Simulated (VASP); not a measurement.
# HfC in VASP: a series of runs

Runs on HfC. Level: PBE. Tasks: single point.

Program: VASP 6.6.1. These are calculated values, not measurements. Logs are shortened: lines on timing, memory, paths and dates and some standing lists are left out, and cuts for length are marked.

### 1 The cell of the first run

Symmetry: R-3m, No. 166, trigonal system. The conventional cell has a = 3.321 Å, b = 3.321 Å, c = 7.893 Å, α = 90.00°, β = 90.00°, γ = 120.00°. Hf (site symmetry -3m) has 6 C at 2.33 Å within 3.1 Å. Within 3.1 Å of C (site symmetry -3m) lie 6 Hf at 2.33 Å.

### 2 Single point, PBE (equal xy, yz and zx shear strains of -2 %)

Contents of INCAR:

```
SYSTEM = HfC
PREC = Accurate
ENCUT = 520
EDIFF = 1E-7
ISMEAR = -1
SIGMA = 0.05
LREAL = .FALSE.
LASPH = .TRUE.
NELM = 60
ALGO = Normal
ISIF = 2
LWAVE = .FALSE.
LCHARG = .FALSE.
GGA = PE
NBANDS = 14
```

Contents of KPOINTS:

```
Automatic mesh
0
G
  15 15 15
  0 0 0
```

Contents of POSCAR:

```
HfC
1.0
   -0.0465000000      2.3017500000      2.3017500000
    2.3017500000     -0.0465000000      2.3017500000
    2.3017500000      2.3017500000     -0.0465000000
Hf C
1 1
Direct
    0.5000000000      0.5000000000      0.5000000000
    0.0000000000      0.0000000000      0.0000000000
```

Potentials or basis: VASP PAW PBE potentials, release 64 (Hf_pv, C).

Run with:

```console
$ cat potpaw_PBE.64/Hf_pv/POTCAR potpaw_PBE.64/C/POTCAR > POTCAR
$ mpirun -np 1 vasp_std > vasp.out
```

OUTCAR:

```text
SYSTEM = HfC
   PREC = Accurate
   ENCUT = 520
   EDIFF = 1E-7
   ISMEAR = -1
   LREAL = .FALSE.
   LASPH = .TRUE.
   NELM = 60
   ISIF = 2
   GGA = PE

 ion  position               nearest neighbor table
   1  0.500  0.500  0.500-   2 2.33   2 2.33   2 2.33   2 2.33   2 2.33   2 2.33
   2  0.000  0.000  0.000-   1 2.33   1 2.33   1 2.33   1 2.33   1 2.33   1 2.33

  LATTYP: Found a trigonal (rhomboedric) cell.
 ALAT       =     3.2554981762
 COS(alpha) =     0.4797000918

  Lattice vectors:

 A1 = (  -0.0465000000,   2.3017500000,   2.3017500000)
 A2 = (   2.3017500000,  -0.0465000000,   2.3017500000)
 A3 = (   2.3017500000,   2.3017500000,  -0.0465000000)

Analysis of symmetry for initial positions (statically):
=====================================================================
 Subroutine PRICEL returns:
 Original cell was already a primitive cell.

 Routine SETGRP: Setting up the symmetry group for a
 trigonal (rhombohedral) supercell.

 Subroutine GETGRP returns: Found 12 space group operations
 (whereof 12 operations were pure point group operations)
 out of a pool of 12 trial point group operations.

The static configuration has the point symmetry D_3d.

Analysis of symmetry for dynamics (positions and initial velocities):
=====================================================================
 Subroutine PRICEL returns:
 Original cell was already a primitive cell.

 Routine SETGRP: Setting up the symmetry group for a
 trigonal (rhombohedral) supercell.

 Subroutine GETGRP returns: Found 12 space group operations
 (whereof 12 operations were pure point group operations)
 out of a pool of 12 trial point group operations.

The dynamic configuration has the point symmetry D_3d.

 Subroutine INISYM returns: Found 12 space group operations
 (whereof 12 operations are pure point group operations),
 and found     1 'primitive' translations

----------------------------------------------------------------------------------------

                                     Primitive cell

  volume of cell :      25.1286

  direct lattice vectors                    reciprocal lattice vectors
    -0.046500000  2.301750000  2.301750000    -0.210751819  0.215097217  0.215097217
     2.301750000 -0.046500000  2.301750000     0.215097217 -0.210751819  0.215097217
     2.301750000  2.301750000 -0.046500000     0.215097217  0.215097217 -0.210751819

  length of vectors
[... 85 lines left out ...]
   NSW    =      0    number of steps for IOM
   IBRION =     -1    ionic relax: 0-MD 1-quasi-New 2-CG
   NFREE  =      0    steps in history (QN), initial steepest desc. (CG)
   ISIF   =      2    stress and relaxation
   ISYM   =      2    0-nonsym 1-usesym 2-fastsym
   POTIM  = 0.5000    time-step for ionic-motion
   TEBEG  =    0.0;   TEEND  =   0.0 temperature during run
   PSTRESS=    0.0 pullay stress
   NELECT =      14.0000    total number of electrons
   NUPDOWN=      -1.0000    fix difference up-down
   EMIN   =  10.00;   EMAX   =-10.00  energy-range for DOS
   EFERMI =   0.00;   METHOD = LEGACY
   ISMEAR =    -1;   SIGMA  =   0.05  broadening in eV -4-tet -1-fermi 0-gaus
   EFERMI_NEDOS =   21; number of points for ismear=-14 and -15
   IALGO  =     38    algorithm
   IMIX   =      4    mixing-type and parameters
     AMIX     =   0.40;   BMIX     =  1.00
     AMIX_MAG =   1.60;   BMIX_MAG =  1.00
  volume/ion in A,a.u.               =      12.56        84.79
  Fermi-wavevector in a.u.,A,eV,Ry     =   1.347085  2.545621 24.689643  1.814638
  Thomas-Fermi vector in A             =   2.474864
   LORBIT       =      0    0 simple, 1 ext, 2 COOP (PROOUT), +10 PAW based schemes
   GGA     = PE    functional components
   LHFCALC =     F    Hartree Fock is set to
   AEXX    =    0.0000 exact exchange contribution
   IVDW    =     0    specifies the selected vdW correction
   LEPSILON=     F    determine dielectric tensor
   LRPA    =     F    only Hartree local field effects (RPA)
 non-spin polarized calculation
  energy-cutoff  :      520.00
  volume of cell :       25.13
 maximum number of plane-waves:       691
   NGX = 13   NGY = 13   NGZ = 13

 number of electron      14.0000000 magnetization

 Free energy of the ion-electron system (eV)
  ---------------------------------------------------
  ext. energy  EPLUGINS =         0.00000000
  ---------------------------------------------------
  free energy    TOTEN  =       -21.03082753 eV

  energy without entropy =      -21.02834720  energy(sigma->0) =      -21.02958736

 E-fermi :   5.9376     XC(G=0): -12.2872

 val. band max:        5.9169191758   @ k =  -0.0667   0.0667   0.0000
 cond. band min:       5.9488921006   @ k =   0.4667   0.4667   0.0000
 fundamental gap:      0.0319729249
 Fermi energy:         5.9375946149

 k-point     1 :       0.0000    0.0000    0.0000
  band No.  band energies     occupation
      1     -23.6222      2.00000
      2     -23.6222      2.00000
      3     -23.6012      2.00000
      4      -6.3554      2.00000
      5       6.8927      0.00000
      6       6.8927      0.00000
      7       7.0882      0.00000
      8       7.1950      0.00000
      9       7.1950      0.00000
     10       7.6263      0.00000
     11       9.3615      0.00000
     12       9.3615      0.00000
     13      12.8083      0.00000
     14      16.9703      0.00000
[... 377 lines left out ...]
      1     -23.8091      2.00000
      2     -23.6721      2.00000
      3     -23.6635      2.00000
      4      -5.4572      2.00000
      5       3.4809      2.00000
      6       5.1812      2.00000
      7       5.6304      1.99572
      8       6.7036      0.00000
      9       9.4978      0.00000
     10       9.6574      0.00000
     11      10.5284      0.00000
     12      12.1937      0.00000
     13      15.4380      0.00000
     14      19.4202      0.00000

 [... further k-points ...]
[... 5 lines left out ...]
  --------------------------------------------------------------------------------------
  -------------------------------------------------------------------------------------
  Total       -0.0583395     -0.0583395     -0.0583395      0.5092689      0.5092689      0.5092689
  in kB       -3.7196806     -3.7196806     -3.7196806     32.4705785     32.4705785     32.4705785
  external PRESSURE =      -3.7196806 kB  Pullay stress =       0.0000000 kB

 VOLUME and BASIS-vectors are now :
 -----------------------------------------------------------------------------
  energy-cutoff  :      520.00
  volume of cell :       25.13
      direct lattice vectors                 reciprocal lattice vectors
    -0.046500000  2.301750000  2.301750000    -0.210751819  0.215097217  0.215097217
     2.301750000 -0.046500000  2.301750000     0.215097217 -0.210751819  0.215097217
     2.301750000  2.301750000 -0.046500000     0.215097217  0.215097217 -0.210751819

 POSITION                                       TOTAL-FORCE (eV/Angst)
 -----------------------------------------------------------------------------------
      2.27850      2.27850      2.27850        -0.000000      0.000000      0.000000
      0.00000      0.00000      0.00000         0.000000     -0.000000     -0.000000
 -----------------------------------------------------------------------------------
    total drift:                                0.000000     -0.000000      0.000000

  FREE ENERGIE OF THE ION-ELECTRON SYSTEM (eV)
  ---------------------------------------------------
  free  energy   TOTEN  =       -21.0308275262 eV

  energy  without entropy=      -21.0283471998  energy(sigma->0) =      -21.02958736
```

OSZICAR:

```text
N       E                     dE             d eps       ncg     rms          rms(c)
DAV:   1     0.231386323459E+02    0.23139E+02   -0.77388E+03  9648   0.983E+02
DAV:   2    -0.226593676788E+02   -0.45798E+02   -0.42981E+02 12536   0.201E+02
DAV:   3    -0.242020059300E+02   -0.15426E+01   -0.15370E+01 11642   0.267E+01
DAV:   4    -0.242088469830E+02   -0.68411E-02   -0.68406E-02 11382   0.220E+00
DAV:   5    -0.242088899688E+02   -0.42986E-04   -0.42986E-04 11590   0.157E-01    0.568E+01
DAV:   6    -0.211013774792E+02    0.31075E+01   -0.12043E+01 10514   0.182E+01    0.409E+01
DAV:   7    -0.210465239434E+02    0.54854E-01   -0.55588E-01 12206   0.521E+00    0.249E+01
DAV:   8    -0.210375118164E+02    0.90121E-02   -0.72835E-02 11504   0.217E+00    0.639E+00
DAV:   9    -0.210310843448E+02    0.64275E-02   -0.22480E-02 11180   0.890E-01    0.209E+00
DAV:  10    -0.210308311540E+02    0.25319E-03   -0.13275E-03 11856   0.271E-01    0.643E-02
DAV:  11    -0.210308281490E+02    0.30050E-05   -0.73314E-05 11492   0.708E-02    0.239E-02
DAV:  12    -0.210308278246E+02    0.32445E-06   -0.24186E-06 12116   0.138E-02    0.145E-02
DAV:  13    -0.210308275609E+02    0.26364E-06   -0.18376E-07  9004   0.331E-03    0.211E-03
DAV:  14    -0.210308275262E+02    0.34672E-07   -0.23343E-08  7336   0.128E-03
   1 F= -.21030828E+02 E0= -.21029587E+02  d E =-.248033E-02
```

stdout:

```text
POSCAR found type information on POSCAR HfC
 POSCAR found :  2 types and       2 ions
 scaLAPACK will be used
 LDA part: xc-table for (Slater+PW92), standard interpolation
 POSCAR, INCAR and KPOINTS ok, starting setup
 FFT: planning ... GRIDC
 FFT: planning ... GRID_SOFT
 FFT: planning ... GRID
 WAVECAR not read
 entering main loop
```

Wall time 29 s (1 thread of Intel Xeon 6975P-C (Granite Rapids), shared host); peak memory 0.24 GiB.

Results:

```
Free energy            : -21.0308 eV
Pressure               : -0.4 GPa
Band gap on the k mesh : zero (band 7 reaches 7.09 eV, above the bottom of band 8 at 5.65 eV)
```

Levels at points of the mesh, in eV from the Fermi level:
```tsv
k point	band 5	band 6	band 7	band 8	band 9	band 10
(0.00, 0.00, 0.00)	0.96	0.96	1.15	1.26	1.26	1.69
```

Caveat: the cell differs from its parent crystal (equal xy, yz and zx shear strains of -2 %); spin-orbit coupling is left out, which moves the levels of the heavy elements.

### 3 Single point, PBE (equal xy, yz and zx shear strains of +1 %)

Contents of INCAR:

```
SYSTEM = HfC
PREC     = Accurate       ! precision mode
ENCUT    = 520            ! plane-wave cutoff, eV
EDIFF    = 1E-6           ! SCF threshold, eV
ISMEAR   = -1             ! smearing method
SIGMA    = 0.05           ! smearing width, eV
LREAL    = .FALSE.        ! projectors in reciprocal space
LASPH    = .TRUE.         ! aspherical terms in the spheres
NELM     = 100            ! most SCF steps
ALGO     = Normal         ! electronic algorithm
ISIF     = 2              ! what is computed and relaxed
LWAVE    = .FALSE.        ! write WAVECAR
LCHARG   = .FALSE.        ! write CHGCAR
GGA      = PE             ! functional
NBANDS   = 14             ! bands
```

KPOINTS is that of step 2.

Contents of POSCAR:

```
HfC
1.0
    0.0232500000      2.3366250000      2.3366250000
    2.3366250000      0.0232500000      2.3366250000
    2.3366250000      2.3366250000      0.0232500000
Hf C
1 1
Direct
    0.5000000000      0.5000000000      0.5000000000
    0.0000000000      0.0000000000      0.0000000000
```

Potentials or basis: VASP PAW PBE potentials, release 64 (Hf_pv, C).

Run with:

```console
$ cat potpaw_PBE.64/Hf_pv/POTCAR potpaw_PBE.64/C/POTCAR > POTCAR
$ mpirun -np 1 vasp_std > vasp.out
```

OUTCAR:

```text
SYSTEM = HfC
   PREC = Accurate
   ENCUT = 520
   EDIFF = 1E-6
   ISMEAR = -1
   LREAL = .FALSE.
   LASPH = .TRUE.
   NELM = 100
   ISIF = 2
   GGA = PE

 ion  position               nearest neighbor table
   1  0.500  0.500  0.500-   2 2.33   2 2.33   2 2.33   2 2.33   2 2.33   2 2.33
   2  0.000  0.000  0.000-   1 2.33   1 2.33   1 2.33   1 2.33   1 2.33   1 2.33

  LATTYP: Found a trigonal (rhomboedric) cell.
 ALAT       =     3.3045685564
 COS(alpha) =     0.5099250056

  Lattice vectors:

 A1 = (   0.0232500000,   2.3366250000,   2.3366250000)
 A2 = (   2.3366250000,   0.0232500000,   2.3366250000)
 A3 = (   2.3366250000,   2.3366250000,   0.0232500000)

Analysis of symmetry for initial positions (statically):
=====================================================================
 Subroutine PRICEL returns:
 Original cell was already a primitive cell.

 Routine SETGRP: Setting up the symmetry group for a
 trigonal (rhombohedral) supercell.

 Subroutine GETGRP returns: Found 12 space group operations
 (whereof 12 operations were pure point group operations)
 out of a pool of 12 trial point group operations.

The static configuration has the point symmetry D_3d.

Analysis of symmetry for dynamics (positions and initial velocities):
=====================================================================
 Subroutine PRICEL returns:
 Original cell was already a primitive cell.

 Routine SETGRP: Setting up the symmetry group for a
 trigonal (rhombohedral) supercell.

 Subroutine GETGRP returns: Found 12 space group operations
 (whereof 12 operations were pure point group operations)
 out of a pool of 12 trial point group operations.

The dynamic configuration has the point symmetry D_3d.

 Subroutine INISYM returns: Found 12 space group operations
 (whereof 12 operations are pure point group operations),
 and found     1 'primitive' translations

----------------------------------------------------------------------------------------

                                     Primitive cell

[... 114 lines left out ...]
   LORBIT       =      0    0 simple, 1 ext, 2 COOP (PROOUT), +10 PAW based schemes
   GGA     = PE    functional components
   LHFCALC =     F    Hartree Fock is set to
   AEXX    =    0.0000 exact exchange contribution
   IVDW    =     0    specifies the selected vdW correction
   LEPSILON=     F    determine dielectric tensor
   LRPA    =     F    only Hartree local field effects (RPA)
 non-spin polarized calculation
  energy-cutoff  :      520.00
  volume of cell :       25.13
 maximum number of plane-waves:       690
 NGX is ok and might be reduce to    28
   NGX = 13   NGY = 13   NGZ = 13

 number of electron      14.0000000 magnetization

 Free energy of the ion-electron system (eV)
  ---------------------------------------------------
  ext. energy  EPLUGINS =         0.00000000
  ---------------------------------------------------
  free energy    TOTEN  =       -21.04233009 eV

  energy without entropy =      -21.03937961  energy(sigma->0) =      -21.04085485

 E-fermi :   5.9259     XC(G=0): -12.2857

 val. band max:        5.9155404631   @ k =   0.4667   0.4667   0.0667
 cond. band min:       5.9279009054   @ k =  -0.4667  -0.4667   0.0667
 fundamental gap:      0.0123604422
 Fermi energy:         5.9259047634

 k-point     1 :       0.0000    0.0000    0.0000
  band No.  band energies     occupation
      1     -23.6251      2.00000
      2     -23.6138      2.00000
      3     -23.6138      2.00000
      4      -6.3557      2.00000
      5       6.8856      0.00000
      6       6.9889      0.00000
      7       6.9889      0.00000
      8       7.2014      0.00000
      9       7.4142      0.00000
     10       7.4142      0.00000
     11       9.3486      0.00000
     12       9.3486      0.00000
     13      12.7879      0.00000
     14      16.9578      0.00000
[... 377 lines left out ...]
      1     -23.8081      2.00000
      2     -23.6798      2.00000
      3     -23.6648      2.00000
      4      -5.4563      2.00000
      5       3.4899      2.00000
      6       5.2847      1.99999
      7       5.4789      1.99974
      8       6.7251      0.00000
      9       9.4010      0.00000
     10       9.7838      0.00000
     11      10.4892      0.00000
     12      12.1998      0.00000
     13      15.4275      0.00000
     14      19.4229      0.00000

 [... further k-points ...]
[... 5 lines left out ...]
  --------------------------------------------------------------------------------------
  -------------------------------------------------------------------------------------
  Total       -0.0689639     -0.0689639     -0.0689639     -0.2666321     -0.2666321     -0.2666321
  in kB       -4.3960836     -4.3960836     -4.3960836    -16.9963855    -16.9963855    -16.9963855
  external PRESSURE =      -4.3960836 kB  Pullay stress =       0.0000000 kB

 VOLUME and BASIS-vectors are now :
 -----------------------------------------------------------------------------
  energy-cutoff  :      520.00
  volume of cell :       25.13
      direct lattice vectors                 reciprocal lattice vectors
     0.023250000  2.336625000  2.336625000    -0.217204408  0.215064463  0.215064463
     2.336625000  0.023250000  2.336625000     0.215064463 -0.217204408  0.215064463
     2.336625000  2.336625000  0.023250000     0.215064463  0.215064463 -0.217204408

 POSITION                                       TOTAL-FORCE (eV/Angst)
 -----------------------------------------------------------------------------------
      2.34825      2.34825      2.34825        -0.000000      0.000000     -0.000000
      0.00000      0.00000      0.00000         0.000000     -0.000000      0.000000
 -----------------------------------------------------------------------------------
    total drift:                                0.000000      0.000000      0.000000

  FREE ENERGIE OF THE ION-ELECTRON SYSTEM (eV)
  ---------------------------------------------------
  free  energy   TOTEN  =       -21.0423300924 eV

  energy  without entropy=      -21.0393796052  energy(sigma->0) =      -21.04085485
```

OSZICAR:

```text
N       E                     dE             d eps       ncg     rms          rms(c)
DAV:   1     0.227443580277E+02    0.22744E+02   -0.77986E+03  9664   0.987E+02
DAV:   2    -0.226833495683E+02   -0.45428E+02   -0.42628E+02 12556   0.200E+02
DAV:   3    -0.242151592985E+02   -0.15318E+01   -0.15261E+01 11660   0.265E+01
DAV:   4    -0.242220116887E+02   -0.68524E-02   -0.68519E-02 11354   0.219E+00
DAV:   5    -0.242220543110E+02   -0.42622E-04   -0.42622E-04 11616   0.157E-01    0.569E+01
DAV:   6    -0.211118798419E+02    0.31102E+01   -0.11995E+01 10526   0.182E+01    0.409E+01
DAV:   7    -0.210579293691E+02    0.53950E-01   -0.55473E-01 12224   0.521E+00    0.248E+01
DAV:   8    -0.210489389142E+02    0.89905E-02   -0.72234E-02 11480   0.217E+00    0.640E+00
DAV:   9    -0.210425831289E+02    0.63558E-02   -0.21989E-02 11234   0.886E-01    0.209E+00
DAV:  10    -0.210423336587E+02    0.24947E-03   -0.13413E-03 11976   0.271E-01    0.575E-02
DAV:  11    -0.210423304878E+02    0.31709E-05   -0.72203E-05 11378   0.710E-02    0.211E-02
DAV:  12    -0.210423300924E+02    0.39540E-06   -0.26126E-06 12088   0.141E-02
   1 F= -.21042330E+02 E0= -.21040855E+02  d E =-.295049E-02
```

It took 53 s on 1 thread of Intel Xeon 6975P-C (Granite Rapids), shared host; peak memory 0.26 GiB.

What came out:

- Free energy: -21.0423 eV
- Pressure: -0.4 GPa
- Band gap on the k mesh: zero (band 7 reaches 6.99 eV, above the bottom of band 8 at 5.58 eV)

Levels at points of the mesh, in eV from the Fermi level:
```csv
k point,band 4,band 5,band 6,band 7,band 8,band 9,band 10,band 11
"(0.00, 0.00, 0.00)",-12.28,0.96,1.06,1.06,1.28,1.49,1.49,3.42
```

Caveat: the cell differs from its parent crystal (equal xy, yz and zx shear strains of +1 %); spin-orbit coupling is left out, which moves the levels of the heavy elements.

[end of part 1 of 2]
